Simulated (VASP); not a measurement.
The system is Hf3Co.

```xyz
4
Lattice="4.0649 0.0000 0.0000 0.0000 4.0649 0.0000 0.0000 0.0000 4.0649" Properties=species:S:1:pos:R:3 pbc="T T T"
Hf    0.0000    2.0325    2.0325
Hf    2.0325    0.0000    2.0325
Hf    2.0325    2.0325    0.0000
Co    0.0000    0.0000    0.0000
```

- Program: VASP 6.6.1
- Task: relaxation of cell and atoms
- Functional: PBE
- Potentials or basis: VASP PAW PBE potentials, release 64 (Hf_pv, Co)
- Cutoff: 600 eV
- k mesh: 4 × 4 × 4
- Occupations: gaussian, width 0.1 eV
- Spin: no spin polarisation

At the start: pressure 19.0 GPa; volume 16.79 Å³/atom.

Task: Where does the relaxation end?

Result: Over 10 steps the energy falls by 121.4 meV/atom and the volume is 19.03 Å³/atom (+13.3 %); space group Pm-3m (No. 221, to 0.05 Å).

Step by step:
```csv
step,energy change (eV),largest force (eV/Å),pressure (GPa),volume (Å³)
1,0.0000,0.0000,19.00,67.17
2,0.1023,0.0000,-13.63,88.44
3,3.0450,0.0000,11.07,76.45
4,-0.1444,0.0000,-6.54,81.25
5,-0.4374,0.0000,-4.76,79.37
6,-0.4709,0.0000,-2.67,77.90
7,-0.4805,0.0000,-1.68,77.17
8,-0.4834,0.0000,-1.18,76.81
9,-0.4827,0.0000,1.52,75.41
10,-0.4855,0.0000,-0.19,76.13
```

Final structure:
```yaml
crystal:
  lattice:
    - [4.23820, 0.00000, 0.00000]
    - [0.00000, 4.23820, 0.00000]
    - [0.00000, 0.00000, 4.23820]
  atoms:
    - { symbol: Hf, position: [0.00000, 0.50000, 0.50000] }
    - { symbol: Hf, position: [0.50000, 0.00000, 0.50000] }
    - { symbol: Hf, position: [0.50000, 0.50000, 0.00000] }
    - { symbol: Co, position: [0.00000, 0.00000, 0.00000] }
```

Caveat: the k points lie up to 0.37 Å⁻¹ apart in the final cell.
